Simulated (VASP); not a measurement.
A run of VASP 6.6.1:

File INCAR:

```
ALGO = Fast
EDIFF = 1E-7
ENCUT = 520
GGA = PE
ISIF = 2
ISMEAR = 0
LASPH = T
LCHARG = F
LREAL = F
LWAVE = F
NBANDS = 26
NELM = 100
PREC = Accurate
SIGMA = 0.1
```

KPOINTS

```
k-points
0
Gamma
  8 6 6
```

POSCAR

```
Rb
1.0
    4.8259099617      0.0000000000      0.0000000000
    0.0000000000      8.4534148894      0.0000000000
    0.0000000000      0.0000000000      8.4065413021
Rb
4
Direct
    0.0000000000      0.1633368639      0.2500000000
    0.5000000000      0.3366631361      0.7500000000
    0.5000000000      0.6633368639      0.2500000000
    0.0000000000      0.8366631361      0.7500000000
```

Potentials or basis: VASP PAW PBE potentials, release 64 (Rb_sv).

Command:

```bash
$ cat potpaw_PBE.64/Rb_sv/POTCAR > POTCAR
$ mpirun -np 1 vasp_std > vasp.out
```

Hardware: 1 thread of Oxide Virtual Turin-like Processor (shared host).

Question: How long does it take, and how much memory?

Answer: Wall time 24 min on 1 thread of Oxide Virtual Turin-like Processor, with other jobs on the host, peak memory 0.66 GiB. Counts: scf iterations 17, k points 80.
